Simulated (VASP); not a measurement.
# Hg: single point with PBEsol

Hg:

```
CELL_PARAMETERS angstrom
5.46670 0.00000 0.00000
-2.73335 4.73430 0.00000
0.00000 0.00000 3.18522
ATOMIC_POSITIONS crystal
Hg 0.33333 0.66667 0.50000
Hg 0.66667 0.33333 0.50000
Hg 0.00000 0.00000 0.00000
```

```yaml
Program: VASP 6.6.1
Task: single point
Functional: PBEsol
Potentials_or_basis: VASP PAW PBE potentials, release 64 (Hg)
Cutoff: 520 eV
k_mesh: 2 × 2 × 2
Occupations: methfessel-paxton, width 0.1 eV
Spin: no spin polarisation
```

```yaml
Pressure: 3.2 GPa
Band_gap_on_the_k_mesh: zero (band 18 reaches 3.55 eV, above the bottom of band 19 at 0.51 eV)
```

Stress tensor (GPa, compression positive):
```
-4.06  0.00  0.00
 0.00 -4.06  0.00
 0.00  0.00 17.75
```

Levels at points of the mesh, in eV from the Fermi level:
| k point | band 15 | band 16 | band 17 | band 18 | band 19 | band 20 | band 21 | band 22 |
| --- | --- | --- | --- | --- | --- | --- | --- | --- |
| (0.00, 0.00, 0.00) | -4.60 | -4.60 | -0.44 | -0.10 | 2.73 | 2.73 | 2.81 | 2.81 |
| (0.50, 0.00, 0.00) | -4.58 | -4.38 | -4.19 | -0.84 | -0.01 | 6.58 | 6.59 | 8.60 |
| (0.00, 0.00, 0.50) | -4.37 | -2.17 | -1.65 | 3.03 | 3.87 | 4.21 | 4.45 | 5.06 |
| (0.50, 0.00, 0.50) | -4.48 | -0.69 | -0.65 | -0.03 | 0.64 | 2.98 | 3.33 | 4.22 |

Wall time 10 s on 1 thread of Intel(R) Xeon(R) Platinum 8488C (Sapphire Rapids), on a shared host, peak memory 0.19 GiB.

Caveat: the k points lie up to 0.99 Å⁻¹ apart; the PAW data sets were made with another functional, which shifts forces and pressure a little; spin-orbit coupling is left out, which moves the levels of the heavy elements.
